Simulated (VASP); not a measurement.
Set up this calculation in VASP 6.6.1, as the native input.

| Item | Value |
| --- | --- |
| Task | relaxation of the atoms |
| Functional | PBE |
| Dispersion | D3(BJ) |
| Potentials or basis | VASP PAW PBE potentials, release 64 (I, Mg) |
| Cutoff | 520 eV |
| k mesh | 9 × 9 × 1 |
| Occupations | gaussian, width 0.05 eV |
| Spin | no spin polarisation |
| Dipole correction | yes |
| Further INCAR settings | ALGO = Normal; EDIFF = 1e-07; IBRION = 2; EDIFFG = -0.04; NSW = 60 |

The structure of MgI2 lies in POSCAR:

```
MgI2
1.0
    4.1376793489      0.0000000000      0.0000000000
   -2.0688396744      3.5833354288      0.0000000000
    0.0000000000      0.0000000000     21.3639861343
I Mg
2 1
Direct
    0.3333333333      0.6666666667      0.4212696986
    0.6666666667      0.3333333333      0.5787303014
    0.0000000000      0.0000000000      0.4999999951
```

The input as run:

INCAR

```
SYSTEM = MgI2
  PREC = Accurate
  ENCUT = 520
  EDIFF = 1E-7
  ISMEAR = 0
  SIGMA = 0.05
  LREAL = .FALSE.
  LASPH = .TRUE.
  NELM = 80
  ALGO = Normal
  ISIF = 2
  LWAVE = .FALSE.
  LCHARG = .FALSE.
  LDIPOL = .TRUE.
  IDIPOL = 3
  DIPOL = 0.5 0.5 0.500
  GGA = PE
  IVDW = 12
  IBRION = 2
  NSW = 60
  EDIFFG = -0.04
```

KPOINTS

```
regular mesh
0
G
  9 9 1
  0 0 0
```

Potentials or basis: VASP PAW PBE potentials, release 64 (I, Mg).

Launch:

```console
$ cat potpaw_PBE.64/I/POTCAR potpaw_PBE.64/Mg/POTCAR > POTCAR
$ mpirun -np 1 vasp_std > vasp.out
```

Results of the run:

The largest force after relaxing is 0.021 eV/Å. The band gap on the k mesh is 3.68 eV (least direct gap 4.06 eV) and the dispersion energy per atom is -0.235 eV.

Caveat: the relaxation stopped at its first step, so nothing moved; spin-orbit coupling is left out, which moves the levels of the heavy elements.

Run time: 110 s on 1 thread of Intel(R) Xeon(R) Platinum 8488C (Sapphire Rapids), on a shared host, peak memory 0.42 GiB.
